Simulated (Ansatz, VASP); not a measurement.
**Sn in VASP and in Ansatz**

```xyz
4
Lattice="4.6275 0.0000 0.0000 -2.3138 4.0076 0.0000 0.0000 0.0000 7.6287" Properties=species:S:1:pos:R:3 pbc="T T T"
Sn    0.0000    2.6717    3.3338
Sn    2.3138    1.3359    7.1481
Sn    2.3138    1.3359    4.2949
Sn    0.0000    2.6717    0.4806
```

Alike in both runs: functional r2SCAN; k mesh 12 × 12 × 6; occupations gaussian, width 0.1 eV; no spin polarisation.

Ansatz relaxed the structure, and its values are those at the end. VASP's run is a single point on that final structure, the one shown.

|  | VASP | Ansatz |
| --- | --- | --- |
| version | VASP 6.6.1 | Ansatz 0.2.0 |
| potentials or method | VASP PAW PBE potentials, release 64 (Sn_d), cutoff 550 eV | scalar-relativistic, plane waves, PAW |
| valence electrons in the cell | 56 | 56 |

|  | VASP | Ansatz | Ansatz less VASP |
| --- | --- | --- | --- |
| gap on the k mesh at the Fermi level (eV) | none | none | - |
| pressure (GPa) | 0.0 | 0.0 | +0.02 |
| rms of the force components (eV/Å) | 0.004 | 0.004 | +0.0002 |

VASP's potentials were made for PBE, not for r2SCAN. A gap of «none» marks a metal or a gap that the smearing closes. With one functional, cell and mesh, what is left measures potentials, basis and numerics.
